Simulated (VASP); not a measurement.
## Sb: single point with RPBE

Sb:

```
Sb
1.0
     2.19978    1.27004    3.98255
    -2.19978    1.27004    3.98255
     0.00000   -2.54009    3.98255
Sb
2
Cartesian
  0.0000 0.0000 2.7520
  0.0000 0.0000 9.1956
```

| Quantity | Value |
| --- | --- |
| Program | VASP 6.6.1 |
| Task | single point |
| Functional | RPBE |
| Potentials or basis | VASP PAW PBE potentials, release 64 (Sb) |
| Cutoff | 520 eV |
| k mesh | 9 × 9 × 9 |
| Occupations | fermi-dirac, width 0.1 eV |
| Spin | no spin polarisation |
| Dipole correction | no |
| Further INCAR settings | ALGO = Normal; EDIFF = 1e-06; NBANDS = 12 |

```yaml
Pressure: 0.0 GPa
Largest_force: 0.036 eV/Å
Band_gap_on_the_k_mesh: 0.08 eV, indirect (least direct gap 0.49 eV)
```

Forces on the atoms (eV/Å):
```
Sb   0.000  0.000  0.036
Sb   0.000  0.000 -0.036
```

Levels at points of the mesh, in eV from the valence-band top:
```
           k point  band 2  band 3  band 4  band 5  band 6  band 7  band 8  band 9
(0.00, 0.00, 0.00)   -5.18   -1.88   -1.53   -1.53    1.79    2.51    2.51    5.45
```

It took 43 s on 1 thread of Intel(R) Xeon(R) Platinum 8259CL CPU @ 2.50GHz (Skylake/Cascade Lake), on a shared host, peak memory 0.23 GiB.

Caveat: the PAW data sets were made with another functional, which shifts forces and pressure a little; spin-orbit coupling is left out, which moves the levels of the heavy elements. A k mesh can miss the band edges.
